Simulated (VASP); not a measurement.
Set up this calculation in VASP 6.6.1, as the native input.

```yaml
Task: single point
Functional: PBEsol
Potentials_or_basis: VASP PAW PBE potentials, release 64 (Pt)
Cutoff: 520 eV
k_mesh: 17 × 17 × 17
Occupations: fermi-dirac, width 0.1 eV
Spin: no spin polarisation
Dipole_correction: no
Further_INCAR_settings: ALGO = Normal; EDIFF = 1e-06; NBANDS = 11
```

The structure of Pt lies in POSCAR:

```
Pt
1.0
    0.0000000000      1.9539518084      1.9539518084
    1.9539518084      0.0000000000      1.9539518084
    1.9539518084      1.9539518084      0.0000000000
Pt
1
Direct
    0.0000000000      0.0000000000      0.0000000000
```

The input as run:

INCAR

```
SYSTEM = Pt
  ALGO = Normal
  EDIFF = 1E-6
  ENCUT = 520
  GGA = PS
  ISIF = 2
  ISMEAR = -1
  LASPH = .TRUE.
  LCHARG = .FALSE.
  LREAL = .FALSE.
  LWAVE = .FALSE.
  NBANDS = 11
  NELM = 80
  PREC = Accurate
  SIGMA = 0.1
```

KPOINTS

```
k-points
0
G
  17 17 17
  0 0 0
```

Potentials or basis: VASP PAW PBE potentials, release 64 (Pt).

Run with:

```bash
$ cat potpaw_PBE.64/Pt/POTCAR > POTCAR
$ mpirun -np 1 vasp_std > vasp.out
```

It gave:

```yaml
Pressure: 2.2 GPa
Band_gap_on_the_k_mesh: zero (band 5 reaches 11.77 eV, above the bottom of band 6 at 9.55 eV)
```

Caveat: the PAW data sets were made with another functional, which shifts forces and pressure a little; spin-orbit coupling is left out, which moves the levels of the heavy elements.

It took 28 s on 1 thread of Intel Xeon 6975P-C (shared host), peak memory 0.16 GiB.
